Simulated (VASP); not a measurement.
# SrCl2 (Fm-3m) in VASP: single point with PBE

Aim: the single point of SrCl2 with PBE.

All numbers are computed with VASP 6.6.1; they aren't measurements. Logs are shortened: lines on timing, memory, paths and dates and some standing lists are left out, and cuts for length are marked.

## Step 1: The cell of the first run

Symmetry: Fm-3m, No. 225, cubic system. Conventional cell: a = 6.971 Å, b = 6.971 Å, c = 6.971 Å, α = 90.00°, β = 90.00°, γ = 90.00°. Within 4.0 Å of Sr (site symmetry m-3m) lie 8 Cl at 3.02 Å. Cl (site symmetry -43m) has 4 Sr at 3.02 Å and 6 Cl at 3.49 Å within 4.0 Å.

## Step 2: Single point, PBE

File INCAR:

```
SYSTEM = SrCl2
  PREC = Accurate
  ENCUT = 520
  EDIFF = 1E-6
  ISMEAR = 0
  SIGMA = 0.05
  LREAL = .FALSE.
  LASPH = .TRUE.
  NELM = 80
  ALGO = Normal
  ISIF = 2
  LWAVE = .FALSE.
  LCHARG = .TRUE.
  GGA = PE
  LELF = .TRUE.
  LVHAR = .TRUE.
  NBANDS = 19
```

File KPOINTS:

```
regular mesh
0
G
  8 8 8
  0 0 0
```

File POSCAR:

```
SrCl2
1.0
    0.0000000000      3.4855019323      3.4855019323
    3.4855019323      0.0000000000      3.4855019323
    3.4855019323      3.4855019323      0.0000000000
Sr Cl
1 2
Direct
    0.0000000000      0.0000000000      0.0000000000
    0.2500000000      0.2500000000      0.2500000000
    0.7500000000      0.7500000000      0.7500000000
```

Potentials or basis: VASP PAW PBE potentials, release 64 (Sr_sv, Cl).

Started as:

```
> cat potpaw_PBE.64/Sr_sv/POTCAR potpaw_PBE.64/Cl/POTCAR > POTCAR
> mpirun -np 1 vasp_std > vasp.out
```

OUTCAR:

```text
SYSTEM = SrCl2
   PREC = Accurate
   ENCUT = 520
   EDIFF = 1E-6
   ISMEAR = 0
   LREAL = .FALSE.
   LASPH = .TRUE.
   NELM = 80
   ISIF = 2
   GGA = PE

 ion  position               nearest neighbor table
   1  0.000  0.000  0.000-   3 3.02   3 3.02   3 3.02   2 3.02   3 3.02   2 3.02   2 3.02   2 3.02

   2  0.250  0.250  0.250-   1 3.02   1 3.02   1 3.02   1 3.02
   3  0.750  0.750  0.750-   1 3.02   1 3.02   1 3.02   1 3.02

  LATTYP: Found a face centered cubic cell.
 ALAT       =     6.9710038646

  Lattice vectors:

 A1 = (   0.0000000000,   3.4855019323,   3.4855019323)
 A2 = (   3.4855019323,   0.0000000000,   3.4855019323)
 A3 = (   3.4855019323,   3.4855019323,   0.0000000000)

Analysis of symmetry for initial positions (statically):
=====================================================================
 Subroutine PRICEL returns:
 Original cell was already a primitive cell.

 Routine SETGRP: Setting up the symmetry group for a
 face centered cubic supercell.

 Subroutine GETGRP returns: Found 48 space group operations
 (whereof 48 operations were pure point group operations)
 out of a pool of 48 trial point group operations.

The static configuration has the point symmetry O_h .

Analysis of symmetry for dynamics (positions and initial velocities):
=====================================================================
 Subroutine PRICEL returns:
 Original cell was already a primitive cell.

 Routine SETGRP: Setting up the symmetry group for a
 face centered cubic supercell.

 Subroutine GETGRP returns: Found 48 space group operations
 (whereof 48 operations were pure point group operations)
 out of a pool of 48 trial point group operations.

The dynamic configuration has the point symmetry O_h .

 Subroutine INISYM returns: Found 48 space group operations
 (whereof 48 operations are pure point group operations),
 and found     1 'primitive' translations

----------------------------------------------------------------------------------------

                                     Primitive cell

  volume of cell :      84.6888

  direct lattice vectors                    reciprocal lattice vectors
     0.000000000  3.485501932  3.485501932    -0.143451362  0.143451362  0.143451362
     3.485501932  0.000000000  3.485501932     0.143451362 -0.143451362  0.143451362
     3.485501932  3.485501932  0.000000000     0.143451362  0.143451362 -0.143451362

  length of vectors
     4.929244104  4.929244104  4.929244104     0.248465048  0.248465048  0.248465048

  position of ions in fractional coordinates (direct lattice)
     0.000000000  0.000000000  0.000000000
     0.250000000  0.250000000  0.250000000
     0.750000000  0.750000000  0.750000000

  ion indices of the primitive-cell ions
   primitive index   ion index
                 1           1
                 2           2
                 3           3

----------------------------------------------------------------------------------------

 KPOINTS: regular mesh

Automatic generation of k-mesh.
 Grid dimensions read from file:
 generate k-points for:    8    8    8

 Generating k-lattice:

  Cartesian coordinates                     Fractional coordinates (reciprocal lattice)
    -0.017931420  0.017931420  0.017931420     0.125000000  0.000000000  0.000000000
     0.017931420 -0.017931420  0.017931420     0.000000000  0.125000000  0.000000000
     0.017931420  0.017931420 -0.017931420     0.000000000  0.000000000  0.125000000

  Length of vectors
     0.031058131  0.031058131  0.031058131

  Shift w.r.t. Gamma in fractional coordinates (k-lattice)
     0.000000000  0.000000000  0.000000000

 Subroutine IBZKPT returns following result:
 ===========================================

 Found     29 irreducible k-points:

 Following reciprocal coordinates:
            Coordinates               Weight
  0.000000  0.000000  0.000000      1.000000
  0.125000  0.000000  0.000000      8.000000
  0.250000  0.000000  0.000000      8.000000
  0.375000  0.000000  0.000000      8.000000
  0.500000  0.000000  0.000000      4.000000
  0.125000  0.125000  0.000000      6.000000
[... 16 lines left out ...]
  0.500000  0.250000  0.125000     48.000000
 -0.375000  0.250000  0.125000     24.000000
 [... further k-points ...]
   k-points           NKPTS =     29   k-points in BZ     NKDIM =     29   number of bands    NBANDS=     19
   number of dos      NEDOS =    301   number of ions     NIONS =      3
   total plane-waves  NPLWV =  64000
   dimension x,y,z NGX =    40 NGY =   40 NGZ =   40
   dimension x,y,z NGXF=    80 NGYF=   80 NGZF=   80
   ions per type =               1   2
   NGX,Y,Z   is equivalent  to a cutoff of  13.49, 13.49, 13.49 a.u.
   NGXF,Y,Z  is equivalent  to a cutoff of  26.98, 26.98, 26.98 a.u.
 SYSTEM =  SrCl2
   PREC   = accura    normal or accurate (medium, high low for compatibility)
   ISTART =      0    job   : 0-new  1-cont  2-samecut
   ICHARG =      2    charge: 1-file 2-atom 10-const
   ISPIN  =      1    spin polarized calculation?
   LNONCOLLINEAR =      F non collinear calculations
   LSORBIT =      F    spin-orbit coupling
   LASPH  =      T    aspherical Exc in radial PAW
   ENCUT  =  520.0 eV  38.22 Ry    6.18 a.u.   9.17  9.17  9.17*2*pi/ulx,y,z
   NELM   =     80;   NELMIN=  2; NELMDL= -5     # of ELM steps
   EDIFF  = 0.1E-05   stopping-criterion for ELM
   LREAL  =      F    real-space projection
   EDIFFG = 0.1E-04   stopping-criterion for IOM
   NSW    =      0    number of steps for IOM
   IBRION =     -1    ionic relax: 0-MD 1-quasi-New 2-CG
   NFREE  =      0    steps in history (QN), initial steepest desc. (CG)
   ISIF   =      2    stress and relaxation
   ISYM   =      2    0-nonsym 1-usesym 2-fastsym
   POTIM  = 0.5000    time-step for ionic-motion
   TEBEG  =    0.0;   TEEND  =   0.0 temperature during run
   PSTRESS=    0.0 pullay stress
   NELECT =      24.0000    total number of electrons
   NUPDOWN=      -1.0000    fix difference up-down
   EMIN   =  10.00;   EMAX   =-10.00  energy-range for DOS
   EFERMI =   0.00;   METHOD = LEGACY
   ISMEAR =     0;   SIGMA  =   0.05  broadening in eV -4-tet -1-fermi 0-gaus
   EFERMI_NEDOS =   21; number of points for ismear=-14 and -15
   IALGO  =     38    algorithm
   IMIX   =      4    mixing-type and parameters
     AMIX     =   0.40;   BMIX     =  1.00
     AMIX_MAG =   1.60;   BMIX_MAG =  1.00
  volume/ion in A,a.u.               =      28.23       190.50
  Fermi-wavevector in a.u.,A,eV,Ry     =   1.075317  2.032055 15.732512  1.156307
  Thomas-Fermi vector in A             =   2.211170
   LORBIT       =      0    0 simple, 1 ext, 2 COOP (PROOUT), +10 PAW based schemes
   GGA     = PE    functional components
   LHFCALC =     F    Hartree Fock is set to
   AEXX    =    0.0000 exact exchange contribution
   IVDW    =     0    specifies the selected vdW correction
   LEPSILON=     F    determine dielectric tensor
   LRPA    =     F    only Hartree local field effects (RPA)
 non-spin polarized calculation
 Gauss-broadening in eV      SIGMA  =   0.05
  energy-cutoff  :      520.00
  volume of cell :       84.69
 maximum number of plane-waves:      2292
 NGX is ok and might be reduce to    40
   NGX = 19   NGY = 19   NGZ = 19

 number of electron      24.0000003 magnetization

 Free energy of the ion-electron system (eV)
  ---------------------------------------------------
  ext. energy  EPLUGINS =         0.00000000
  ---------------------------------------------------
  free energy    TOTEN  =       -12.78080469 eV

  energy without entropy =      -12.78080469  energy(sigma->0) =      -12.78080469

 E-fermi :   0.4179     XC(G=0):  -8.2935

 val. band max:        0.1688231045   @ k =   0.5000   0.5000   0.0000
 cond. band min:       5.5162831321   @ k =   0.0000   0.0000   0.0000
 fundamental gap:      5.3474600276
 Fermi energy:         0.4179012670

 k-point     1 :       0.0000    0.0000    0.0000
  band No.  band energies     occupation
      1     -32.7099      2.00000
      2     -14.7028      2.00000
      3     -14.7028      2.00000
      4     -14.7028      2.00000
      5     -13.1441      2.00000
      6     -12.2891      2.00000
[... 11 lines left out ...]
     18       9.2085      0.00000
     19       9.4976      0.00000

 k-point     2 :       0.1250    0.0000    0.0000
  band No.  band energies     occupation
      1     -32.7095      2.00000
      2     -14.7571      2.00000
      3     -14.7048      2.00000
      4     -14.7048      2.00000
      5     -13.0522      2.00000
      6     -12.3237      2.00000
[... 11 lines left out ...]
     18       9.0028      0.00000
     19       9.8380      0.00000

 k-point     3 :       0.2500    0.0000    0.0000
  band No.  band energies     occupation
      1     -32.7083      2.00000
      2     -14.8673      2.00000
      3     -14.7097      2.00000
      4     -14.7097      2.00000
      5     -12.8650      2.00000
      6     -12.3889      2.00000
[... 11 lines left out ...]
     18       8.8061      0.00000
     19       9.7959      0.00000

 k-point     4 :       0.3750    0.0000    0.0000
  band No.  band energies     occupation
      1     -32.7072      2.00000
      2     -14.9576      2.00000
      3     -14.7147      2.00000
      4     -14.7147      2.00000
      5     -12.7549      2.00000
      6     -12.3907      2.00000
[... 407 lines left out ...]
     18       8.7358      0.00000
     19       9.6995      0.00000

 k-point    23 :       0.5000    0.2500    0.1250
  band No.  band energies     occupation
      1     -32.7065      2.00000
      2     -14.9433      2.00000
      3     -14.7921      2.00000
      4     -14.7216      2.00000
      5     -12.6082      2.00000
      6     -12.4546      2.00000
[... 11 lines left out ...]
     18       8.8761      0.00000
     19       9.8186      0.00000

 k-point    24 :      -0.3750    0.2500    0.1250
  band No.  band energies     occupation
      1     -32.7062      2.00000
      2     -14.9504      2.00000
      3     -14.8156      2.00000
      4     -14.7242      2.00000
      5     -12.6053      2.00000
      6     -12.4176      2.00000
[... 11 lines left out ...]
     18       9.1448      0.00000
     19       9.5572      0.00000

 [... further k-points ...]

------------------------ aborting loop because EDIFF is reached ----------------------------------------

  FORCE on cell =-STRESS in cart. coord.  units (eV):
  Direction    XX          YY          ZZ          XY          YZ          ZX
  --------------------------------------------------------------------------------------
  -------------------------------------------------------------------------------------
  Total        0.6148312      0.6148312      0.6148312      0.0000000      0.0000000     -0.0000000
  in kB       11.6316286     11.6316286     11.6316286      0.0000000      0.0000000     -0.0000000
  external PRESSURE =      11.6316286 kB  Pullay stress =       0.0000000 kB

 VOLUME and BASIS-vectors are now :
 -----------------------------------------------------------------------------
  energy-cutoff  :      520.00
  volume of cell :       84.69
      direct lattice vectors                 reciprocal lattice vectors
     0.000000000  3.485501932  3.485501932    -0.143451362  0.143451362  0.143451362
     3.485501932  0.000000000  3.485501932     0.143451362 -0.143451362  0.143451362
     3.485501932  3.485501932  0.000000000     0.143451362  0.143451362 -0.143451362

 POSITION                                       TOTAL-FORCE (eV/Angst)
 -----------------------------------------------------------------------------------
      0.00000      0.00000      0.00000         0.000000     -0.000000      0.000000
      1.74275      1.74275      1.74275         0.000000      0.000000     -0.000000
      5.22825      5.22825      5.22825        -0.000000     -0.000000     -0.000000
 -----------------------------------------------------------------------------------
    total drift:                               -0.000000     -0.000000      0.000000

  FREE ENERGIE OF THE ION-ELECTRON SYSTEM (eV)
  ---------------------------------------------------
  free  energy   TOTEN  =       -12.7808046950 eV

  energy  without entropy=      -12.7808046950  energy(sigma->0) =      -12.78080469
```

It took 1.7 min on 1 thread of AMD EPYC 7R43 (Zen 3), shared host; peak memory 0.2 GiB.

What came out:

- Free energy: -12.7808 eV
- Pressure: 1.2 GPa
- Band gap on the k mesh: 5.35 eV (least direct gap 5.50 eV)

A k mesh can miss the band edges.
